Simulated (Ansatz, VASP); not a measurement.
Two plane-wave programs on MgS

```
CELL_PARAMETERS angstrom
3.60999 0.00000 0.00000
-1.80500 3.12635 0.00000
0.00000 0.00000 3.30495
ATOMIC_POSITIONS crystal
Mg 0.66667 0.33333 0.50000
S 0.00000 0.00000 0.00000
```

Change from the starting cell: species swapped into the WC type (P-6m2, No. 187).

Alike in both runs: functional PBE; k mesh 6 × 6 × 6; occupations gaussian, width 0.1 eV; no spin polarisation.

Ansatz relaxed the structure, and its values are those at the end. VASP's run is a single point on that final structure, the one shown.

|  | VASP | Ansatz |
| --- | --- | --- |
| version | VASP 6.6.1 | Ansatz 0.2.0 |
| potentials or method | VASP PAW PBE potentials, release 64 (Mg, S), cutoff 520 eV | scalar-relativistic, plane waves, PAW |
| valence electrons in the cell | 8 | 16 |

|  | VASP | Ansatz | Ansatz less VASP |
| --- | --- | --- | --- |
| gap on the k mesh at the Fermi level (eV) | 1.13 | 1.15 | +0.016 |
| least direct gap on the mesh (eV) | 2.10 | 2.12 | +0.015 |
| pressure (GPa) | -0.2 | 0.1 | +0.28 |

The functional is the same, so the differences come from potentials, cutoffs and numerics. VASP's potentials hold 8 valence electrons a cell and Ansatz's 16, so a difference there can come from the potentials and not from the codes.
